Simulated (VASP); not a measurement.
# BN: vibrations by perturbation theory with PBE

The system is BN.

```
CELL_PARAMETERS angstrom
0.00000 1.81235 1.81235
1.81235 0.00000 1.81235
1.81235 1.81235 0.00000
ATOMIC_POSITIONS crystal
B 0.00000 0.00000 0.00000
N 0.75000 0.75000 0.75000
```

- Program: VASP 6.6.1
- Task: vibrations by perturbation theory
- Functional: PBE
- Potentials or basis: VASP PAW PBE potentials, release 64 (B, N)
- Cutoff: 600 eV
- k mesh: 12 × 12 × 12
- Occupations: gaussian, width 0.05 eV
- Spin: no spin polarisation
- Dipole correction: no
- Further INCAR settings: ALGO = Normal; EDIFF = 1e-08; IBRION = 8; NSW = 1

```json
{
 "Highest phonon frequency at Γ, LO-TO splitting left out": "1030 cm⁻¹"
}
```

Phonon frequencies in cm⁻¹ (negative: imaginary):
```
              q point           frequencies
(0.000, 0.000, 0.000)  0 0 0 1030 1030 1030
```

Run time: 60 s on 1 thread of Intel(R) Xeon(R) Platinum 8259CL CPU @ 2.50GHz (Skylake/Cascade Lake) (shared host), peak memory 0.19 GiB.
